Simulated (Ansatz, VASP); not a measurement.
## Two plane-wave programs on WSe2

```
W Se
1.0
     3.31524    0.00000    0.00000
    -1.65762    2.87108    0.00000
     0.00000    0.00000   13.71144
W Se
2 4
Direct
  0.33333 0.66667 0.25000
  0.66667 0.33333 0.75000
  0.33333 0.66667 0.62882
  0.66667 0.33333 0.12882
  0.33333 0.66667 0.87118
  0.66667 0.33333 0.37118
```

Alike in both runs: functional r2SCAN; k mesh 12 × 12 × 2; occupations gaussian, width 0.02 eV; no spin polarisation.

Ansatz relaxed the structure, and its values are those at the end. VASP's run is a single point on that final structure, the one shown.

|  | VASP | Ansatz |
| --- | --- | --- |
| version | VASP 6.6.1 | Ansatz 0.2.0 |
| potentials or method | VASP PAW PBE potentials, release 64 (W_sv, Se), cutoff 520 eV | scalar-relativistic, plane waves, PAW |
| valence electrons in the cell | 52 | 92 |

Ansatz gave:

| Quantity | Value |
| --- | --- |
| gap on the k mesh at the Fermi level (eV) | 1.34 |
| least direct gap on the mesh (eV) | 1.59 |
| pressure (GPa) | 0.0 |
| rms of the force components (eV/Å) | 0.001 |

Task: Estimate VASP's values.

Result: gap on the k mesh at the Fermi level (eV): 1.34; least direct gap on the mesh (eV): 1.58; pressure (GPa): 0.3; rms of the force components (eV/Å): 0.021.

VASP's potentials were made for PBE, not for r2SCAN. With one functional, cell and mesh, what is left measures potentials, basis and numerics. VASP's potentials hold 52 valence electrons a cell and Ansatz's 92, so a difference there can come from the potentials and not from the codes.

Neither program's run includes spin-orbit coupling.
